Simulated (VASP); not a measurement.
The system is Hf.

```
Hf
1.0
     3.19670    0.00000    0.00000
    -1.59835    2.76842    0.00000
     0.00000    0.00000    5.05780
Hf
2
Direct
  0.33333 0.66667 0.25000
  0.66667 0.33333 0.75000
```

| Property | Result |
| --- | --- |
| Program | VASP 6.6.1 |
| Task | relaxation of cell and atoms |
| Functional | PBEsol |
| Potentials or basis | VASP PAW PBE potentials, release 64 (Hf_pv) |
| Cutoff | 600 eV |
| k mesh | 7 × 7 × 4 |
| Occupations | methfessel-paxton, width 0.02 eV |
| Spin | no spin polarisation |

At the start: pressure -3.8 GPa; volume 22.38 Å³/atom.

How do energy, volume and symmetry change on relaxing?

Over 5 steps the energy falls by 10.4 meV/atom and the volume is 21.60 Å³/atom (-3.5 %); space group P6_3/mmc (No. 194, to 0.05 Å).

Step by step:
| step | energy change (eV) | largest force (eV/Å) | pressure (GPa) | volume (Å³) |
| --- | --- | --- | --- | --- |
| 1 | 0.0000 | 0.0000 | -3.78 | 44.76 |
| 2 | 0.0079 | 0.0000 | 5.38 | 41.43 |
| 3 | -0.0200 | 0.0000 | 0.07 | 43.19 |
| 4 | -0.0200 | 0.0000 | 0.15 | 43.16 |
| 5 | -0.0208 | 0.0000 | 0.02 | 43.20 |

Final structure:
```xyz
2
Lattice="3.1455 0.0000 0.0000 -1.5727 2.7241 0.0000 0.0000 0.0000 5.0414" Properties=species:S:1:pos:R:3 pbc="T T T"
Hf    0.0000    1.8160    1.2604
Hf    1.5727    0.9080    3.7811
```

Caveat: the PAW data sets were made with another functional, which shifts forces and pressure a little.
